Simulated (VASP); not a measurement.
A run of VASP 6.6.1 is set up as follows.

INCAR

```
SYSTEM = LaP
  ALGO = Normal
  EDIFF = 1E-6
  ENCUT = 500
  GGA = CA
  GGA_COMPAT = .False.
  ISIF = 2
  ISMEAR = 0
  LASPH = .True.
  LCHARG = .False.
  LMAXMIX = 6
  LREAL = .False.
  LWAVE = .False.
  NBANDS = 15
  NELM = 200
  PREC = Accurate
  SIGMA = 0.1
```

KPOINTS

```
k-points
0
Gamma
  12 12 12
  0 0 0
```

POSCAR

```
LaP
1.0
    3.2440793386      0.0000000000      0.0000000000
    0.0000000000      3.2440793386      0.0000000000
    0.0000000000      0.0000000000      3.2440793386
La P
1 1
Direct
    0.0000000000      0.0000000000      0.0000000000
    0.5000000000      0.5000000000      0.5000000000
```

Potentials or basis: VASP PAW LDA potentials, release 64 (La, P).

Launch:

```sh
$ cat potpaw_LDA.64/La/POTCAR potpaw_LDA.64/P/POTCAR > POTCAR
$ mpirun -np 1 vasp_std > vasp.out
```

Question: What does it give for the pressure?

Answer: 39.9 GPa.

Question: What does it give for the band gap on the k mesh?

Answer: Zero (band 8 reaches 13.42 eV, above the bottom of band 9 at 11.83 eV).

Caveat: spin-orbit coupling is left out, which moves the levels of the heavy elements.
